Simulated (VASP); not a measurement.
Input of a VASP 6.6.1 run:

File INCAR:

```
  PREC = Accurate
  ENCUT = 520
  EDIFF = 1E-6
  ISMEAR = -1
  SIGMA = 0.08
  LREAL = False
  LASPH = True
  NELM = 80
  ALGO = Normal
  ISIF = 2
  LWAVE = False
  LCHARG = False
  GGA = PE
  NBANDS = 19
```

Contents of KPOINTS:

```
regular mesh
0
Gamma
  13 13 7
```

POSCAR

```
Ti
1.0
    2.9499978604      0.0000000000      0.0000000000
   -1.4749989302      2.5547730882      0.0000000000
    0.0000000000      0.0000000000      4.6860000000
Ti
2
Direct
    0.3333333333      0.6666666667      0.2500000000
    0.6666666667      0.3333333333      0.7500000000
```

Potentials or basis: VASP PAW PBE potentials, release 64 (Ti_sv).

The run is started by

```sh
$ cat potpaw_PBE.64/Ti_sv/POTCAR > POTCAR
$ mpirun -np 1 vasp_std > vasp.out
```

**Question.** Predict the band gap on the k mesh.

**Answer.** Zero (band 12 reaches 8.93 eV, above the bottom of band 13 at 7.84 eV).

**Question.** What does it give for the pressure?

**Answer.** -1.8 GPa.

Stress tensor (GPa, compression positive):
```
-1.67  0.00  0.00
 0.00 -1.67  0.00
 0.00  0.00 -2.06
```
